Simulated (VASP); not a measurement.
# ScAl3 (P4/mmm) in VASP: notebook

ScAl3 is run at these levels: PBEsol; tasks: single point.

All numbers are computed with VASP 6.6.1; they aren't measurements. Logs are shortened: lines on timing, memory, paths and dates and some standing lists are left out, and cuts for length are marked.

### 1 The cell of the first run

It takes space group P4/mmm (No. 123, tetragonal). Conventional cell: a = 4.112 Å, b = 4.112 Å, c = 3.908 Å, α = 90.00°, β = 90.00°, γ = 90.00°. Sc (site symmetry 4/mmm) has 12 Al at 2.84 to 2.91 Å within 3.7 Å. Within 3.7 Å of Al (site symmetry mmm) lie 4 Sc at 2.84 Å and 8 Al at 2.84 to 2.91 Å. Within 3.7 Å of Al (site symmetry 4/mmm) lie 8 Al at 2.84 Å and 4 Sc at 2.91 Å.

### 2 Single point, PBEsol (uniaxial strain along a: -4.0 %)

Input file INCAR:

```
SYSTEM = ScAl3
ALGO = Fast
EDIFF = 1E-6
ENCUT = 520
GGA = PS
ISIF = 2
ISMEAR = 0
LASPH = .TRUE.
LCHARG = .FALSE.
LREAL = .FALSE.
LWAVE = .FALSE.
NBANDS = 18
NELM = 100
PREC = Accurate
SIGMA = 0.1
```

Input file KPOINTS:

```
k-points
0
G
  14 14 14
  0 0 0
```

Input file POSCAR:

```
ScAl3
1.0
    3.9084466715      0.0000000000      0.0000000000
    0.0000000000      4.1120116023      0.0000000000
    0.0000000000      0.0000000000      4.1120116023
Sc Al
1 3
Direct
    0.0000000000      0.0000000000      0.0000000000
    0.5000000000      0.0000000000      0.5000000000
    0.0000000000      0.5000000000      0.5000000000
    0.5000000000      0.5000000000      0.0000000000
```

Potentials or basis: VASP PAW PBE potentials, release 64 (Sc_sv, Al).

Command:

```sh
$ cat potpaw_PBE.64/Sc_sv/POTCAR potpaw_PBE.64/Al/POTCAR > POTCAR
$ mpirun -np 1 vasp_std > vasp.out
```

OUTCAR:

```text
SYSTEM = ScAl3
   EDIFF = 1E-6
   ENCUT = 520
   GGA = PS
   ISIF = 2
   ISMEAR = 0
   LASPH = .TRUE.
   LREAL = .FALSE.
   NELM = 100
   PREC = Accurate

 ion  position               nearest neighbor table
   1  0.000  0.000  0.000-   2 2.84   4 2.84   2 2.84   4 2.84   2 2.84   4 2.84   2 2.84   4 2.84
                             3 2.91   3 2.91   3 2.91   3 2.91
   2  0.500  0.000  0.500-   1 2.84   3 2.84   1 2.84   3 2.84   1 2.84   3 2.84   1 2.84   3 2.84
                             4 2.91   4 2.91   4 2.91   4 2.91
   3  0.000  0.500  0.500-   2 2.84   4 2.84   4 2.84   2 2.84   2 2.84   4 2.84   4 2.84   2 2.84
                             1 2.91   1 2.91   1 2.91   1 2.91
   4  0.500  0.500  0.000-   1 2.84   3 2.84   3 2.84   1 2.84   1 2.84   3 2.84   3 2.84   1 2.84
                             2 2.91   2 2.91   2 2.91   2 2.91

  LATTYP: Found a simple tetragonal cell.
 ALAT       =     4.1120116023
 C/A-ratio  =     0.9504950495

  Lattice vectors:

 A1 = (   0.0000000000,   4.1120116023,   0.0000000000)
 A2 = (   0.0000000000,   0.0000000000,   4.1120116023)
 A3 = (   3.9084466715,   0.0000000000,   0.0000000000)

Analysis of symmetry for initial positions (statically):
=====================================================================
 Subroutine PRICEL returns:
 Original cell was already a primitive cell.

 Routine SETGRP: Setting up the symmetry group for a
 simple tetragonal supercell.

 Subroutine GETGRP returns: Found 16 space group operations
 (whereof 16 operations were pure point group operations)
 out of a pool of 16 trial point group operations.

The static configuration has the point symmetry D_4h.

Analysis of symmetry for dynamics (positions and initial velocities):
=====================================================================
 Subroutine PRICEL returns:
 Original cell was already a primitive cell.

 Routine SETGRP: Setting up the symmetry group for a
 simple tetragonal supercell.

 Subroutine GETGRP returns: Found 16 space group operations
 (whereof 16 operations were pure point group operations)
 out of a pool of 16 trial point group operations.

The dynamic configuration has the point symmetry D_4h.

 Subroutine INISYM returns: Found 16 space group operations
 (whereof 16 operations are pure point group operations),
 and found     1 'primitive' translations

----------------------------------------------------------------------------------------

                                     Primitive cell

  volume of cell :      66.0865

  direct lattice vectors                    reciprocal lattice vectors
     3.908446672  0.000000000  0.000000000     0.255856120  0.000000000  0.000000000
     0.000000000  4.112011602  0.000000000     0.000000000  0.243189975  0.000000000
     0.000000000  0.000000000  4.112011602     0.000000000  0.000000000  0.243189975

  length of vectors
     3.908446672  4.112011602  4.112011602     0.255856120  0.243189975  0.243189975

  position of ions in fractional coordinates (direct lattice)
     0.000000000  0.000000000  0.000000000
     0.500000000  0.000000000  0.500000000
     0.000000000  0.500000000  0.500000000
     0.500000000  0.500000000  0.000000000

  ion indices of the primitive-cell ions
   primitive index   ion index
                 1           1
                 2           2
                 3           3
                 4           4

----------------------------------------------------------------------------------------

 KPOINTS: k-points

Automatic generation of k-mesh.
 Grid dimensions read from file:
 generate k-points for:   14   14   14

 Generating k-lattice:

  Cartesian coordinates                     Fractional coordinates (reciprocal lattice)
     0.018275437  0.000000000  0.000000000     0.071428571  0.000000000  0.000000000
     0.000000000  0.017370713  0.000000000     0.000000000  0.071428571  0.000000000
     0.000000000  0.000000000  0.017370713     0.000000000  0.000000000  0.071428571

  Length of vectors
     0.018275437  0.017370713  0.017370713

  Shift w.r.t. Gamma in fractional coordinates (k-lattice)
     0.000000000  0.000000000  0.000000000

 Subroutine IBZKPT returns following result:
 ===========================================

 Found    288 irreducible k-points:

 Following reciprocal coordinates:
            Coordinates               Weight
  0.000000  0.000000  0.000000      1.000000
  0.071429  0.000000  0.000000      2.000000
  0.142857  0.000000  0.000000      2.000000
  0.214286  0.000000  0.000000      2.000000
  0.285714  0.000000  0.000000      2.000000
  0.357143  0.000000  0.000000      2.000000
[... 16 lines left out ...]
  0.428571  0.142857  0.000000      8.000000
  0.500000  0.142857  0.000000      4.000000
 [... further k-points ...]
   k-points           NKPTS =    288   k-points in BZ     NKDIM =    288   number of bands    NBANDS=     18
   number of dos      NEDOS =    301   number of ions     NIONS =      4
   total plane-waves  NPLWV =  30720
   dimension x,y,z NGX =    30 NGY =   32 NGZ =   32
   dimension x,y,z NGXF=    60 NGYF=   64 NGZF=   64
   ions per type =               1   3
   NGX,Y,Z   is equivalent  to a cutoff of  12.76, 12.94, 12.94 a.u.
   NGXF,Y,Z  is equivalent  to a cutoff of  25.52, 25.87, 25.87 a.u.
 SYSTEM =  ScAl3
   PREC   = accura    normal or accurate (medium, high low for compatibility)
   ISTART =      0    job   : 0-new  1-cont  2-samecut
   ICHARG =      2    charge: 1-file 2-atom 10-const
   ISPIN  =      1    spin polarized calculation?
   LNONCOLLINEAR =      F non collinear calculations
   LSORBIT =      F    spin-orbit coupling
   LASPH  =      T    aspherical Exc in radial PAW
   ENCUT  =  520.0 eV  38.22 Ry    6.18 a.u.   7.27  7.65  7.65*2*pi/ulx,y,z
   NELM   =    100;   NELMIN=  2; NELMDL= -5     # of ELM steps
   EDIFF  = 0.1E-05   stopping-criterion for ELM
   LREAL  =      F    real-space projection
   EDIFFG = 0.1E-04   stopping-criterion for IOM
   NSW    =      0    number of steps for IOM
   IBRION =     -1    ionic relax: 0-MD 1-quasi-New 2-CG
   NFREE  =      0    steps in history (QN), initial steepest desc. (CG)
   ISIF   =      2    stress and relaxation
   ISYM   =      2    0-nonsym 1-usesym 2-fastsym
   POTIM  = 0.5000    time-step for ionic-motion
   TEBEG  =    0.0;   TEEND  =   0.0 temperature during run
   PSTRESS=    0.0 pullay stress
   NELECT =      20.0000    total number of electrons
   NUPDOWN=      -1.0000    fix difference up-down
   EMIN   =  10.00;   EMAX   =-10.00  energy-range for DOS
   EFERMI =   0.00;   METHOD = LEGACY
   ISMEAR =     0;   SIGMA  =   0.10  broadening in eV -4-tet -1-fermi 0-gaus
   EFERMI_NEDOS =   21; number of points for ismear=-14 and -15
   IALGO  =     68    algorithm
   IMIX   =      4    mixing-type and parameters
     AMIX     =   0.40;   BMIX     =  1.00
     AMIX_MAG =   1.60;   BMIX_MAG =  1.00
  volume/ion in A,a.u.               =      16.52       111.49
  Fermi-wavevector in a.u.,A,eV,Ry     =   1.099125  2.077046 16.436878  1.208076
  Thomas-Fermi vector in A             =   2.235515
   LORBIT       =      0    0 simple, 1 ext, 2 COOP (PROOUT), +10 PAW based schemes
   GGA     = PS    functional components
   LHFCALC =     F    Hartree Fock is set to
   AEXX    =    0.0000 exact exchange contribution
   IVDW    =     0    specifies the selected vdW correction
   LEPSILON=     F    determine dielectric tensor
   LRPA    =     F    only Hartree local field effects (RPA)
 non-spin polarized calculation
 RMM-DIIS sequential band-by-band and
 Gauss-broadening in eV      SIGMA  =   0.10
  energy-cutoff  :      520.00
  volume of cell :       66.09
 maximum number of plane-waves:      1798
 NGX is ok and might be reduce to    30
   NGX = 15   NGY = 15   NGZ = 15

 number of electron      19.9999995 magnetization

 Free energy of the ion-electron system (eV)
  ---------------------------------------------------
  ext. energy  EPLUGINS =         0.00000000
  ---------------------------------------------------
  free energy    TOTEN  =       -20.70417082 eV

  energy without entropy =      -20.69755498  energy(sigma->0) =      -20.70086290

 E-fermi :   7.5065     XC(G=0): -10.6290

 val. band max:        7.5059187283   @ k =   0.5000   0.2143   0.0000
 cond. band min:       7.5086203288   @ k =   0.4286   0.2143   0.0000
 fundamental gap:      0.0027016005
 Fermi energy:         7.5064996616

 k-point     1 :       0.0000    0.0000    0.0000
  band No.  band energies     occupation
      1     -41.1321      2.00000
      2     -19.9560      2.00000
      3     -19.9560      2.00000
      4     -19.9186      2.00000
      5      -2.6937      2.00000
      6       4.5704      2.00000
[... 10 lines left out ...]
     17      12.8526      0.00000
     18      13.0952      0.00000

 k-point     2 :       0.0714    0.0000    0.0000
  band No.  band energies     occupation
      1     -41.1319      2.00000
      2     -19.9558      2.00000
      3     -19.9558      2.00000
      4     -19.9212      2.00000
      5      -2.6418      2.00000
      6       4.6113      2.00000
[... 10 lines left out ...]
     17      12.9489      0.00000
     18      12.9554      0.00000

 k-point     3 :       0.1429    0.0000    0.0000
  band No.  band energies     occupation
      1     -41.1316      2.00000
      2     -19.9551      2.00000
      3     -19.9551      2.00000
      4     -19.9286      2.00000
      5      -2.4866      2.00000
      6       3.9233      2.00000
[... 10 lines left out ...]
     17      13.1367      0.00000
     18      13.1526      0.00000

 k-point     4 :       0.2143    0.0000    0.0000
  band No.  band energies     occupation
      1     -41.1311      2.00000
      2     -19.9542      2.00000
      3     -19.9542      2.00000
      4     -19.9393      2.00000
      5      -2.2307      2.00000
      6       3.0469      2.00000
[... 375 lines left out ...]
      4     -19.9518      2.00000
      5      -1.2695      2.00000
      6       1.5007      2.00000
[... 10 lines left out ...]
     17      12.0445      0.00000
     18      13.4167      0.00000

 k-point    23 :       0.4286    0.1429    0.0000
  band No.  band energies     occupation
      1     -41.1294      2.00000
      2     -19.9681      2.00000
      3     -19.9574      2.00000
      4     -19.9512      2.00000
      5      -0.7776      2.00000
      6       0.7723      2.00000
[... 10 lines left out ...]
     17      11.9435      0.00000
     18      13.2207      0.00000

 k-point    24 :       0.5000    0.1429    0.0000
  band No.  band energies     occupation
      1     -41.1293      2.00000
      2     -19.9707      2.00000
      3     -19.9572      2.00000
      4     -19.9510      2.00000
      5      -0.4360      2.00000
      6       0.3511      2.00000
[... 10 lines left out ...]
     17      11.8631      0.00000
     18      13.1740      0.00000

 [... further k-points ...]

------------------------ aborting loop because EDIFF is reached ----------------------------------------

  FORCE on cell =-STRESS in cart. coord.  units (eV):
  Direction    XX          YY          ZZ          XY          YZ          ZX
  --------------------------------------------------------------------------------------
  -------------------------------------------------------------------------------------
  Total        2.9891196     -0.0729797     -0.0729797      0.0000000      0.0000000     -0.0000000
  in kB       72.4671238     -1.7692924     -1.7692924      0.0000000      0.0000000     -0.0000000
  external PRESSURE =      22.9761796 kB  Pullay stress =       0.0000000 kB

 VOLUME and BASIS-vectors are now :
 -----------------------------------------------------------------------------
  energy-cutoff  :      520.00
  volume of cell :       66.09
      direct lattice vectors                 reciprocal lattice vectors
     3.908446672  0.000000000  0.000000000     0.255856120  0.000000000  0.000000000
     0.000000000  4.112011602  0.000000000     0.000000000  0.243189975  0.000000000
     0.000000000  0.000000000  4.112011602     0.000000000  0.000000000  0.243189975

 POSITION                                       TOTAL-FORCE (eV/Angst)
 -----------------------------------------------------------------------------------
      0.00000      0.00000      0.00000         0.000000      0.000000      0.000000
      1.95422      0.00000      2.05601         0.000000      0.000000      0.000000
      0.00000      2.05601      2.05601         0.000000      0.000000      0.000000
      1.95422      2.05601      0.00000         0.000000      0.000000      0.000000
 -----------------------------------------------------------------------------------
    total drift:                                0.000000     -0.000000      0.000000

  FREE ENERGIE OF THE ION-ELECTRON SYSTEM (eV)
  ---------------------------------------------------
  free  energy   TOTEN  =       -20.7041708163 eV

  energy  without entropy=      -20.6975549753  energy(sigma->0) =      -20.70086290
```

It took 5.4 min on 1 thread of Intel Xeon Platinum 8124M at 3.00GHz (Skylake/Cascade Lake), shared host; peak memory 0.42 GiB.

Results:

```yaml
Free_energy: -20.7042 eV
Pressure: 2.3 GPa
Band_gap_on_the_k_mesh: zero (band 10 reaches 8.40 eV, above the bottom of band 11 at 4.60 eV)
```

Caveat: the cell differs from its parent crystal (uniaxial strain along a: -4.0 %); the PAW data sets were made with another functional, which shifts forces and pressure a little.

(Continued in part 2 of 2.)
